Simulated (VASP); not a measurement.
Write the native input for VASP 6.6.1 that does the following.

* Task: single point
* Functional: PBE
* Potentials or basis: VASP PAW PBE potentials, release 64 (Rb_sv, Br)
* Cutoff: 500 eV
* k mesh: 4 × 4 × 4
* Occupations: gaussian, width 0.1 eV
* Spin: no spin polarisation
* Dipole correction: no
* Further INCAR settings: ALGO = Normal; EDIFF = 1e-06; NBANDS = 15

The structure of RbBr lies in POSCAR:

```
RbBr
1.0
   -2.4746839311      2.4746839311      3.4816236498
    2.4746839311     -2.4746839311      3.4816236498
    2.4746839311      2.4746839311     -3.4816236498
Rb Br
1 1
Direct
    0.6189296438      0.6189296438      0.0000000000
    0.1196453662      0.1196453662      0.0000000000
```

The cell was generated, and may not be a known phase.

One way to write it, as run:

INCAR

```
SYSTEM = RbBr
ALGO = Normal ; EDIFF = 1E-6
ENCUT = 500 ; GGA = PE
GGA_COMPAT = .FALSE. ; ISIF = 2
ISMEAR = 0 ; LASPH = .TRUE.
LCHARG = .FALSE. ; LREAL = .FALSE.
LWAVE = .FALSE. ; NBANDS = 15
NELM = 120 ; PREC = Accurate
SIGMA = 0.1
```

KPOINTS

```
k-points
0
G
  4 4 4
  0 0 0
```

Potentials or basis: VASP PAW PBE potentials, release 64 (Rb_sv, Br).

Run with:

```bash
$ cat potpaw_PBE.64/Rb_sv/POTCAR potpaw_PBE.64/Br/POTCAR > POTCAR
$ mpirun -np 1 vasp_std > vasp.out
```

It gave:

```json
{"Pressure": "0.2 GPa", "Largest force": "0.005 eV/Å", "Band gap on the k mesh": "4.22 eV"}
```

Wall time 30 s on 1 thread of Intel Xeon 8259CL, on a shared host, peak memory 0.21 GiB.
